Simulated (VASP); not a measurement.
# Al4Ni in VASP: notebook, part 2 of 2

VASP 6.6.1. Earlier steps stand in the parts before.

## 3. Single point, PBE

This run uses another cell than the first one, of 15.90 Å³/atom.

The input, INCAR:

```
SYSTEM = Al4Ni
PREC = Accurate
ENCUT = 520
EDIFF = 1E-7
ISMEAR = 0
SIGMA = 0.2
LREAL = .False.
LASPH = .True.
NELM = 60
ALGO = Fast
ISIF = 2
LWAVE = .False.
LCHARG = .False.
GGA = PE
NBANDS = 33
```

The input, KPOINTS:

```
regular mesh
0
Gamma
  8 8 2
  0 0 0
```

The input, POSCAR:

```
Al4Ni
1.0
   -0.0002881252      0.0000966657      2.6167490464
    3.9638108654     -3.9614834886     -1.3087794281
    7.6708524641      7.6653158157     -0.0003859127
Al Ni
8 2
Direct
    0.3630683431      0.7262165842      0.3634445920
    0.8630488981      0.7260799021      0.8634412528
    0.1369392850      0.2738182811      0.1365229228
    0.6369654965      0.2738457930      0.6365968796
    0.8610691673      0.7221153086      0.1345564189
    0.3610148628      0.7220919726      0.6344931183
    0.6389211300      0.2779444436      0.3654558395
    0.1389170809      0.2778849744      0.8655063813
    0.5000382852     -0.0000334839     -0.0000018869
    1.0000174511      1.0000362242      0.4999844816
```

Potentials or basis: VASP PAW PBE potentials, release 64 (Al, Ni).

Command:

```bash
cat potpaw_PBE.64/Al/POTCAR potpaw_PBE.64/Ni/POTCAR > POTCAR
mpirun -np 1 vasp_std > vasp.out
```

OUTCAR:

```text
SYSTEM = Al4Ni
   PREC = Accurate
   ENCUT = 520
   EDIFF = 1E-7
   ISMEAR = 0
   LREAL = .False.
   LASPH = .True.
   NELM = 60
   ISIF = 2
   GGA = PE

 ion  position               nearest neighbor table
   1  0.363  0.726  0.363-  10 2.50  10 2.50   5 2.81   5 2.81   7 2.83   7 2.83   6 2.94   7 3.09

   2  0.863  0.726  0.863-   9 2.50   9 2.50   6 2.81   6 2.81   8 2.83   8 2.83   5 2.94   8 3.09

   3  0.137  0.274  0.137-   9 2.50   9 2.50   7 2.81   7 2.81   5 2.83   5 2.83   8 2.94   5 3.09
[... 11 lines left out ...]
   9  0.500  1.000  1.000-   3 2.50   8 2.50   5 2.50   8 2.50   5 2.50   2 2.50   3 2.50   2 2.50

  10  0.000  0.000  0.500-   1 2.50   7 2.50   6 2.50   1 2.50   6 2.50   4 2.50   7 2.50   4 2.50

  LATTYP: Found a triclinic cell.
 ALAT       =     5.7548285464
 B/A-ratio  =     2.7090808837
 C/A-ratio  =     0.4547049565
 COS(alpha) =     0.0000659374
 COS(beta)  =     0.2275241040
 COS(gamma) =     0.6996199615

  Lattice vectors:

[... 203 lines left out ...]
  band No.  band energies     occupation
      1      -2.9055      2.00000
      2      -1.7169      2.00000
      3      -1.6191      2.00000
      4       1.2041      2.00000
      5       1.6347      2.00000
      6       1.7146      2.00000
[... 853 lines left out ...]
     32      11.4140      0.00000
     33      12.5475      0.00000

 [... further k-points ...]

------------------------ aborting loop because EDIFF is reached ----------------------------------------

  FORCE on cell =-STRESS in cart. coord.  units (eV):
  Direction    XX          YY          ZZ          XY          YZ          ZX
  --------------------------------------------------------------------------------------
  -------------------------------------------------------------------------------------
  Total       -0.0661817      0.0117576      0.2358263     -0.0215146     -0.0012207      0.0086749
  in kB       -0.6667988      0.1184606      2.3760149     -0.2167653     -0.0122991      0.0874018
  external PRESSURE =       0.6092256 kB  Pullay stress =       0.0000000 kB

 VOLUME and BASIS-vectors are now :
 -----------------------------------------------------------------------------
  energy-cutoff  :      520.00
  volume of cell :      159.02
      direct lattice vectors                 reciprocal lattice vectors
    -0.000288125  0.000096666  2.616749046     0.063097033 -0.063123367  0.382162853
     3.963810865 -3.961483489 -1.308779428     0.126135802 -0.126226909  0.000018552
     7.670852464  7.665315816 -0.000385913     0.065186981  0.065223703  0.000004768

 POSITION                                       TOTAL-FORCE (eV/Angst)
 -----------------------------------------------------------------------------------
      5.66641     -0.09094     -0.00054        -0.001418     -0.001182      0.000156
      9.50113      3.74228      1.30777         0.000278     -0.002365     -0.000081
      2.13257     -0.03822     -0.00008         0.002714      0.001902     -0.000056
      5.96853      3.79494      1.30813        -0.001012      0.000792     -0.000354
      3.89424     -1.82915      1.30806         0.001993      0.002756     -0.000088
      7.72924      2.00307     -0.00062         0.004326      0.003560      0.000187
      3.90489      1.70032      1.30799        -0.002904     -0.002777      0.000511
      7.74062      5.53356     -0.00051        -0.004587     -0.003616      0.000610
     11.63437      3.70400     -0.00065        -0.000988      0.000565     -0.000615
      3.83545      3.83240     -0.00019         0.001599      0.000364     -0.000270
 -----------------------------------------------------------------------------------
    total drift:                                0.000003      0.000006     -0.000004

  FREE ENERGIE OF THE ION-ELECTRON SYSTEM (eV)
  ---------------------------------------------------
  free  energy   TOTEN  =       -43.0291531141 eV

  energy  without entropy=      -42.9584149074  energy(sigma->0) =      -42.99378401
```

stdout:

```text
POSCAR found type information on POSCAR AlNi
 POSCAR found :  2 types and      10 ions
 scaLAPACK will be used
 LDA part: xc-table for (Slater+PW92), standard interpolation
 POSCAR, INCAR and KPOINTS ok, starting setup
 FFT: planning ... GRIDC
 FFT: planning ... GRID_SOFT
 FFT: planning ... GRID
 WAVECAR not read
 entering main loop
```

Wall time 4.7 min (1 thread of Intel Xeon 6975P-C (Granite Rapids), shared host); peak memory 0.44 GiB.

Results:

| Property | Result |
| --- | --- |
| Free energy | -43.0292 eV |
| Pressure | 0.1 GPa |
| Largest force | 0.006 eV/Å |
| Band gap on the k mesh | zero (bands 22 and 23 overlap by 2.88 eV) |

Forces in eV/Å, atoms in the order of the input:
```
Al  -0.001 -0.001  0.000
Al   0.000 -0.002  0.000
Al   0.003  0.002  0.000
Al  -0.001  0.001  0.000
Al   0.002  0.003  0.000
Al   0.004  0.004  0.000
Al  -0.003 -0.003  0.001
Al  -0.005 -0.004  0.001
Ni  -0.001  0.001 -0.001
Ni   0.002  0.000  0.000
```

Stress tensor (GPa, compression positive):
```
-0.07 -0.02  0.01
-0.02  0.01  0.00
 0.01  0.00  0.24
```

Levels at points of the mesh, in eV from the Fermi level:
```csv
k point,band 18,band 19,band 20,band 21,band 22,band 23,band 24,band 25,band 26,band 27
"(0.00, 0.00, 0.00)",-1.76,-1.76,-1.71,-1.71,-1.61,-1.57,-0.01,0.58,1.47,1.79
"(0.50, 0.00, 0.00)",-1.33,-1.28,-1.28,0.12,0.12,0.58,0.58,0.85,0.85,1.91
"(0.00, 0.50, 0.00)",-1.76,-1.71,-1.71,-0.67,-0.05,0.24,0.34,1.42,2.31,2.45
"(0.50, 0.50, 0.00)",-1.33,-1.28,-1.28,0.12,0.12,0.58,0.58,0.85,0.85,1.91
"(0.00, 0.00, 0.50)",-2.13,-1.76,-1.76,-1.71,-1.71,-1.33,-1.33,1.94,1.94,3.01
"(0.50, 0.00, 0.50)",-2.04,-0.69,-0.69,-0.26,-0.25,0.44,0.45,1.24,1.25,1.92
"(0.00, 0.50, 0.50)",-1.71,-1.53,-1.53,-1.10,-1.10,-0.34,-0.34,1.60,1.60,2.86
"(0.50, 0.50, 0.50)",-2.04,-0.69,-0.69,-0.26,-0.25,0.44,0.45,1.24,1.25,1.92
```

## 4. Single point, PBE

This run uses another cell than the first one: it holds 5 atoms, not 10.

The input, INCAR:

```
SYSTEM = Al4Ni
PREC = Accurate
ENCUT = 520
EDIFF = 1E-6
ISMEAR = 0
SIGMA = 0.1
LREAL = .FALSE.
LASPH = .TRUE.
NELM = 80
ALGO = Fast
ISIF = 2
LWAVE = .FALSE.
LCHARG = .TRUE.
GGA = PE
LELF = .TRUE.
LVHAR = .TRUE.
NBANDS = 19
```

The input, KPOINTS:

```
Automatic mesh
0
G
  14 14 14
  0 0 0
```

The input, POSCAR:

```
Al4Ni
1.0
   -3.9116219789      3.9116219789      1.3019795426
    3.9116219789     -3.9116219789      1.3019795426
    3.9116219789      3.9116219789     -1.3019795426
Al Ni
4 1
Direct
   -0.0004841465      0.7267329562      0.7262488098
    1.0004841465      0.2732670438      0.2737511902
    0.2732670438     -0.0004841465      0.2727828973
    0.7267329562      1.0004841465      0.7272171027
    0.5000000000      0.5000000000      0.0000000000
```

Command:

```bash
cat potpaw_PBE.64/Al/POTCAR potpaw_PBE.64/Ni/POTCAR > POTCAR
mpirun -np 1 vasp_std > vasp.out
```

Run time: 9.8 min. Hardware: 1 thread of Intel Xeon 6975P-C (Granite Rapids), shared host; peak memory 0.66 GiB.

The run converged. Its results:

- Free energy: -21.4717 eV
- Pressure: 0.0 GPa
- Band gap on the k mesh: zero (bands 11 and 12 overlap by 3.86 eV)

Forces in eV/Å, atoms in the order of the input:
```
Al   0.002  0.000  0.000
Al  -0.002  0.000  0.000
Al   0.000 -0.002  0.000
Al   0.000  0.002  0.000
Ni   0.000  0.000  0.000
```

Stress tensor (GPa, compression positive):
```
-0.05  0.00  0.00
 0.00 -0.05  0.00
 0.00  0.00  0.12
```

Levels at points of the mesh, in eV from the Fermi level:
```csv
k point,band 7,band 8,band 9,band 10,band 11,band 12,band 13,band 14,band 15,band 16
"(0.00, 0.00, 0.00)",-3.09,-1.79,-1.79,-1.77,-1.77,-1.66,0.46,1.39,7.54,7.54
"(0.50, 0.00, 0.00)",-2.68,-2.27,-2.07,-0.72,-0.25,0.44,1.23,2.04,2.17,3.17
"(0.50, 0.50, 0.00)",-3.13,-2.32,-2.09,-1.77,-1.77,-0.43,1.52,4.23,4.59,5.18
"(0.50, 0.50, 0.50)",-2.86,-1.77,-1.77,0.03,0.03,0.26,2.24,2.24,2.36,2.93
```

## 5. The runs side by side

```csv
cell,k mesh,smearing,further INCAR settings,gap on the mesh (eV),pressure (GPa),largest force (eV/Å)
"a = 2.604, b = 5.683, c = 11.064 Å, angles 90.0, 90.0, 103.2°, 10 atoms, atomic positions A",8 × 8 × 2,gaussian 0.2 eV,ALGO = Fast; EDIFF = 1e-06; NBANDS = 33,none,0.2,0.01
"a = 2.617, b = 5.755, c = 10.844 Å, angles 90.0, 90.0, 103.2°, 10 atoms, atomic positions B",8 × 8 × 2,gaussian 0.2 eV,ALGO = Fast; EDIFF = 1e-07; NBANDS = 33,none,0.1,0.01
"a = 5.683 Å, angles 93.0, 93.0, 153.5°, 5 atoms, atomic positions C",14 × 14 × 14,gaussian 0.1 eV,ALGO = Fast; EDIFF = 1e-06; NBANDS = 19,none,0.0,-
```

Alike in all rows: task single point; level PBE; potentials or basis VASP PAW PBE potentials, release 64 (Al, Ni); no spin polarisation; cutoff (eV) 520.

Total energies depend on the potentials used, so only differences within one code and one set of settings carry meaning.
